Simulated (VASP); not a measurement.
# Cd (P6_3/mmc) in VASP: further runs

Cd is run at these levels: PBE; tasks: single point.

Program: VASP 6.6.1. These are calculated values, not measurements. Logs are shortened: lines on timing, memory, paths and dates and some standing lists are left out, and cuts for length are marked.

### Step 1. The cell of the first run

The structure is hexagonal, space group P6_3/mmc (No. 194). Conventional cell: a = 2.979 Å, b = 2.979 Å, c = 5.505 Å, α = 90.00°, β = 90.00°, γ = 120.00°. Within 3.9 Å of Cd (site symmetry -6m2) lie 12 Cd at 2.98 to 3.25 Å.

### Step 2. Single point, PBE (zz strain of -2 %)

INCAR reads:

```
SYSTEM = Cd
PREC     = Accurate       ! precision mode
ENCUT    = 520            ! plane-wave cutoff, eV
EDIFF    = 1E-6           ! SCF threshold, eV
ISMEAR   = -1             ! smearing method
SIGMA    = 0.05           ! smearing width, eV
LREAL    = .False.        ! projectors in reciprocal space
LASPH    = .True.         ! aspherical terms in the spheres
NELM     = 100            ! most SCF steps
ALGO     = Normal         ! electronic algorithm
ISIF     = 2              ! what is computed and relaxed
LWAVE    = .False.        ! write WAVECAR
LCHARG   = .False.        ! write CHGCAR
GGA      = PE             ! functional
NBANDS   = 19             ! bands
```

KPOINTS reads:

```
Automatic mesh
0
Gamma
  14 14 7
  0 0 0
```

POSCAR reads:

```
Cd
1.0
    2.9788725081      0.0000000000      0.0000000000
   -1.4894362540      2.5797792666      0.0000000000
    0.0000000000      0.0000000000      5.5052970000
Cd
2
Direct
    0.3333333333      0.6666666667      0.2500000000
    0.6666666667      0.3333333333      0.7500000000
```

Potentials or basis: VASP PAW PBE potentials, release 64 (Cd).

The run is started by

```sh
$ cat potpaw_PBE.64/Cd/POTCAR > POTCAR
$ mpirun -np 1 vasp_std > vasp.out
```

OUTCAR:

```text
SYSTEM = Cd
   PREC = Accurate
   ENCUT = 520
   EDIFF = 1E-6
   ISMEAR = -1
   LREAL = .False.
   LASPH = .True.
   NELM = 100
   ISIF = 2
   GGA = PE

 ion  position               nearest neighbor table
   1  0.333  0.667  0.250-   2 3.25   2 3.25   2 3.25   2 3.25   2 3.25   2 3.25
   2  0.667  0.333  0.750-   1 3.25   1 3.25   1 3.25   1 3.25   1 3.25   1 3.25

  LATTYP: Found a hexagonal cell.
 ALAT       =     2.9788725081
 C/A-ratio  =     1.8481143403

  Lattice vectors:

 A1 = (   2.9788725081,   0.0000000000,   0.0000000000)
 A2 = (  -1.4894362540,   2.5797792666,   0.0000000000)
 A3 = (   0.0000000000,   0.0000000000,   5.5052970000)

Analysis of symmetry for initial positions (statically):
=====================================================================
 Subroutine PRICEL returns:
 Original cell was already a primitive cell.

 Routine SETGRP: Setting up the symmetry group for a
 hexagonal supercell.

 Subroutine GETGRP returns: Found 24 space group operations
 (whereof 12 operations were pure point group operations)
 out of a pool of 24 trial point group operations.

The static configuration has the point symmetry D_3d.
 The point group associated with its full space group is D_6h.

Analysis of symmetry for dynamics (positions and initial velocities):
=====================================================================
 Subroutine PRICEL returns:
 Original cell was already a primitive cell.

 Routine SETGRP: Setting up the symmetry group for a
 hexagonal supercell.

 Subroutine GETGRP returns: Found 24 space group operations
 (whereof 12 operations were pure point group operations)
 out of a pool of 24 trial point group operations.

The dynamic configuration has the point symmetry D_3d.
 The point group associated with its full space group is D_6h.

 Subroutine INISYM returns: Found 24 space group operations
 (whereof 12 operations are pure point group operations),
 and found     1 'primitive' translations

----------------------------------------------------------------------------------------

                                     Primitive cell

  volume of cell :      42.3073

  direct lattice vectors                    reciprocal lattice vectors
     2.978872508  0.000000000  0.000000000     0.335697482  0.193815032  0.000000000
    -1.489436254  2.579779267  0.000000000     0.000000000  0.387630063  0.000000000
     0.000000000  0.000000000  5.505297000     0.000000000  0.000000000  0.181643243

  length of vectors
     2.978872508  2.978872508  5.505297000     0.387630063  0.387630063  0.181643243

  position of ions in fractional coordinates (direct lattice)
     0.333333333  0.666666667  0.250000000
     0.666666667  0.333333333  0.750000000

  ion indices of the primitive-cell ions
   primitive index   ion index
                 1           1
                 2           2

----------------------------------------------------------------------------------------

 KPOINTS: Automatic mesh

Automatic generation of k-mesh.
 Grid dimensions read from file:
 generate k-points for:   14   14    7

 Generating k-lattice:

  Cartesian coordinates                     Fractional coordinates (reciprocal lattice)
     0.023978392  0.013843931  0.000000000     0.071428571  0.000000000  0.000000000
     0.000000000  0.027687862  0.000000000     0.000000000  0.071428571  0.000000000
     0.000000000  0.000000000  0.025949035     0.000000000  0.000000000  0.142857143

  Length of vectors
     0.027687862  0.027687862  0.025949035

  Shift w.r.t. Gamma in fractional coordinates (k-lattice)
     0.000000000  0.000000000  0.000000000

 Subroutine IBZKPT returns following result:
 ===========================================

 Found     96 irreducible k-points:

 Following reciprocal coordinates:
            Coordinates               Weight
  0.000000  0.000000  0.000000      1.000000
  0.071429  0.000000  0.000000      6.000000
  0.142857  0.000000  0.000000      6.000000
  0.214286  0.000000  0.000000      6.000000
  0.285714  0.000000  0.000000      6.000000
  0.357143 -0.000000  0.000000      6.000000
[... 16 lines left out ...]
  0.285714  0.285714  0.000000      6.000000
  0.357143  0.285714  0.000000      6.000000
 [... further k-points ...]
   k-points           NKPTS =     96   k-points in BZ     NKDIM =     96   number of bands    NBANDS=     19
   number of dos      NEDOS =    301   number of ions     NIONS =      2
   total plane-waves  NPLWV =  24192
   dimension x,y,z NGX =    24 NGY =   24 NGZ =   42
   dimension x,y,z NGXF=    48 NGYF=   48 NGZF=   84
   ions per type =               2
   NGX,Y,Z   is equivalent  to a cutoff of  13.39, 13.39, 12.68 a.u.
   NGXF,Y,Z  is equivalent  to a cutoff of  26.79, 26.79, 25.37 a.u.
 SYSTEM =  Cd
   PREC   = accura    normal or accurate (medium, high low for compatibility)
   ISTART =      0    job   : 0-new  1-cont  2-samecut
   ICHARG =      2    charge: 1-file 2-atom 10-const
   ISPIN  =      1    spin polarized calculation?
   LNONCOLLINEAR =      F non collinear calculations
   LSORBIT =      F    spin-orbit coupling
   LASPH  =      T    aspherical Exc in radial PAW
   ENCUT  =  520.0 eV  38.22 Ry    6.18 a.u.   5.54  5.54 10.24*2*pi/ulx,y,z
   NELM   =    100;   NELMIN=  2; NELMDL= -5     # of ELM steps
   EDIFF  = 0.1E-05   stopping-criterion for ELM
   LREAL  =      F    real-space projection
   EDIFFG = 0.1E-04   stopping-criterion for IOM
   NSW    =      0    number of steps for IOM
   IBRION =     -1    ionic relax: 0-MD 1-quasi-New 2-CG
   NFREE  =      0    steps in history (QN), initial steepest desc. (CG)
   ISIF   =      2    stress and relaxation
   ISYM   =      2    0-nonsym 1-usesym 2-fastsym
   POTIM  = 0.5000    time-step for ionic-motion
   TEBEG  =    0.0;   TEEND  =   0.0 temperature during run
   PSTRESS=    0.0 pullay stress
   NELECT =      24.0000    total number of electrons
   NUPDOWN=      -1.0000    fix difference up-down
   EMIN   =  10.00;   EMAX   =-10.00  energy-range for DOS
   EFERMI =   0.00;   METHOD = LEGACY
   ISMEAR =    -1;   SIGMA  =   0.05  broadening in eV -4-tet -1-fermi 0-gaus
   EFERMI_NEDOS =   21; number of points for ismear=-14 and -15
   IALGO  =     38    algorithm
   IMIX   =      4    mixing-type and parameters
     AMIX     =   0.40;   BMIX     =  1.00
     AMIX_MAG =   1.60;   BMIX_MAG =  1.00
  volume/ion in A,a.u.               =      21.15       142.75
  Fermi-wavevector in a.u.,A,eV,Ry     =   1.355211  2.560977 24.988408  1.836596
  Thomas-Fermi vector in A             =   2.482317
   LORBIT       =      0    0 simple, 1 ext, 2 COOP (PROOUT), +10 PAW based schemes
   GGA     = PE    functional components
   LHFCALC =     F    Hartree Fock is set to
   AEXX    =    0.0000 exact exchange contribution
   IVDW    =     0    specifies the selected vdW correction
   LEPSILON=     F    determine dielectric tensor
   LRPA    =     F    only Hartree local field effects (RPA)
 non-spin polarized calculation
  energy-cutoff  :      520.00
  volume of cell :       42.31
 maximum number of plane-waves:      1173
 NGX is ok and might be reduce to    24
   NGX = 11   NGY = 11   NGZ = 21

 number of electron      23.9999999 magnetization

 Free energy of the ion-electron system (eV)
  ---------------------------------------------------
  ext. energy  EPLUGINS =         0.00000000
  ---------------------------------------------------
  free energy    TOTEN  =        -1.44532310 eV

  energy without entropy =       -1.44010986  energy(sigma->0) =       -1.44271648

 E-fermi :   3.1591     XC(G=0): -11.1454

 val. band max:        3.1391399924   @ k =   0.3571   0.1429   0.1429
 cond. band min:       3.1617576616   @ k =   0.2143   0.0000   0.1429
 fundamental gap:      0.0226176692
 Fermi energy:         3.1590957188

 k-point     1 :       0.0000    0.0000    0.0000
  band No.  band energies     occupation
      1      -6.8251      2.00000
      2      -6.5150      2.00000
      3      -6.1748      2.00000
      4      -6.1748      2.00000
      5      -6.1156      2.00000
      6      -6.1156      2.00000
[... 11 lines left out ...]
     18      18.7083      0.00000
     19      18.8318      0.00000

 k-point     2 :       0.0714    0.0000    0.0000
  band No.  band energies     occupation
      1      -6.7728      2.00000
      2      -6.4673      2.00000
      3      -6.1933      2.00000
      4      -6.1345      2.00000
      5      -6.1274      2.00000
      6      -6.0702      2.00000
[... 11 lines left out ...]
     18      18.6539      0.00000
     19      19.2708      0.00000

 k-point     3 :       0.1429    0.0000    0.0000
  band No.  band energies     occupation
      1      -6.6601      2.00000
      2      -6.3905      2.00000
      3      -6.2478      2.00000
      4      -6.1385      2.00000
      5      -5.9925      2.00000
      6      -5.9410      2.00000
[... 11 lines left out ...]
     18      17.7875      0.00000
     19      17.9917      0.00000

 k-point     4 :       0.2143    0.0000    0.0000
  band No.  band energies     occupation
      1      -6.6457      2.00000
      2      -6.3801      2.00000
      3      -6.2532      2.00000
      4      -6.0433      2.00000
      5      -6.0196      2.00000
      6      -5.7973      2.00000
[... 11 lines left out ...]
     18      16.3105      0.00000
     19      16.4941      0.00000

 k-point     5 :       0.2857    0.0000    0.0000
  band No.  band energies     occupation
      1      -6.7450      2.00000
      2      -6.5094      2.00000
      3      -6.2722      2.00000
      4      -6.0930      2.00000
      5      -5.8937      2.00000
      6      -5.8613      2.00000
[... 11 lines left out ...]
     18      16.1680      0.00000
     19      17.1532      0.00000
[... 334 lines left out ...]
      2      -6.4888      2.00000
      3      -6.3490      2.00000
      4      -6.1451      2.00000
      5      -5.9653      2.00000
      6      -5.9481      2.00000
[... 11 lines left out ...]
     18      11.5844      0.00000
     19      12.7292      0.00000

 k-point    22 :       0.3571    0.2143    0.0000
  band No.  band energies     occupation
      1      -6.5412      2.00000
      2      -6.5357      2.00000
      3      -6.3258      2.00000
      4      -6.1132      2.00000
      5      -6.0408      2.00000
      6      -5.8750      2.00000
[... 11 lines left out ...]
     18      11.2795      0.00000
     19      12.4924      0.00000

 k-point    23 :       0.2857    0.2857    0.0000
  band No.  band energies     occupation
      1      -6.5084      2.00000
      2      -6.3298      2.00000
      3      -6.2815      2.00000
      4      -6.1474      2.00000
      5      -6.0258      2.00000
      6      -5.8858      2.00000
[... 11 lines left out ...]
     18       9.9776      0.00000
     19      11.5146      0.00000

 k-point    24 :       0.3571    0.2857    0.0000
  band No.  band energies     occupation
      1      -6.5135      2.00000
      2      -6.2963      2.00000
      3      -6.1710      2.00000
      4      -6.1157      2.00000
      5      -6.0868      2.00000
      6      -5.9664      2.00000
[... 11 lines left out ...]
     18       9.2767      0.00000
     19      11.1953      0.00000

 [... further k-points ...]
[... 5 lines left out ...]
  --------------------------------------------------------------------------------------
  -------------------------------------------------------------------------------------
  Total        1.2660723      1.2660723      0.8925675      0.0000000      0.0000000      0.0000000
  in kB       47.9461632     47.9461632     33.8015368      0.0000000      0.0000000      0.0000000
  external PRESSURE =      43.2312878 kB  Pullay stress =       0.0000000 kB

 VOLUME and BASIS-vectors are now :
 -----------------------------------------------------------------------------
  energy-cutoff  :      520.00
  volume of cell :       42.31
      direct lattice vectors                 reciprocal lattice vectors
     2.978872508  0.000000000  0.000000000     0.335697482  0.193815032  0.000000000
    -1.489436254  2.579779267  0.000000000     0.000000000  0.387630063  0.000000000
     0.000000000  0.000000000  5.505297000     0.000000000  0.000000000  0.181643243

 POSITION                                       TOTAL-FORCE (eV/Angst)
 -----------------------------------------------------------------------------------
     -0.00000      1.71985      1.37632        -0.000000      0.000000     -0.000000
      1.48944      0.85993      4.12897         0.000000      0.000000      0.000000
 -----------------------------------------------------------------------------------
    total drift:                               -0.000000      0.000000      0.000000

  FREE ENERGIE OF THE ION-ELECTRON SYSTEM (eV)
  ---------------------------------------------------
  free  energy   TOTEN  =        -1.4453231041 eV

  energy  without entropy=       -1.4401098593  energy(sigma->0) =       -1.44271648
```

It took 37 s on 1 thread of AMD EPYC 9R45 (Zen 5), shared host; peak memory 0.17 GiB.

Results:

```
Free energy            : -1.4453 eV
Pressure               : 4.3 GPa
Band gap on the k mesh : zero (bands 12 and 13 overlap by 4.02 eV)
```

Stress tensor (GPa, compression positive):
```
4.79 0.00 0.00
0.00 4.79 0.00
0.00 0.00 3.38
```

Caveat: the cell differs from its parent crystal (zz strain of -2 %); the cell stands under pressure.

### Step 3. Single point, PBE (zz strain of -1 %)

INCAR reads:

```
  PREC = Accurate
  ENCUT = 520
  EDIFF = 1E-6
  ISMEAR = -1
  SIGMA = 0.05
  LREAL = False
  LASPH = True
  NELM = 100
  ALGO = Normal
  ISIF = 2
  LWAVE = False
  LCHARG = False
  GGA = PE
  NBANDS = 19
```

KPOINTS reads:

```
Automatic mesh
0
Gamma
  14 14 7
```

POSCAR, as its differences from that of step 2:

```diff
@@ -4,3 +4,3 @@
    -1.4894362540      2.5797792666      0.0000000000
-    0.0000000000      0.0000000000      5.5052970000
+    0.0000000000      0.0000000000      5.5614735000
 Cd
```

Potentials or basis: VASP PAW PBE potentials, release 64 (Cd).

The run is started by

```sh
$ cat potpaw_PBE.64/Cd/POTCAR > POTCAR
$ mpirun -np 1 vasp_std > vasp.out
```

Wall time 34 s (1 thread of AMD EPYC 9R45 (Zen 5), shared host); peak memory 0.17 GiB.

Results (log left out):

- Free energy: -1.4536 eV
- Pressure: 3.8 GPa
- Band gap on the k mesh: zero (bands 12 and 13 overlap by 4.18 eV)

Stress tensor (GPa, compression positive):
```
4.32 0.00 0.00
0.00 4.32 0.00
0.00 0.00 2.81
```

Levels at points of the mesh, in eV from the Fermi level:
```tsv
k point	band 9	band 10	band 11	band 12	band 13	band 14	band 15	band 16
(0.00, 0.00, 0.00)	-8.80	-8.53	-8.53	-3.08	-2.94	10.86	14.38	14.79
(0.50, 0.00, 0.00)	-8.27	-8.25	-2.43	-1.92	2.03	3.01	3.25	5.26
```

Caveat: the cell differs from its parent crystal (zz strain of -1 %); the cell stands under pressure.
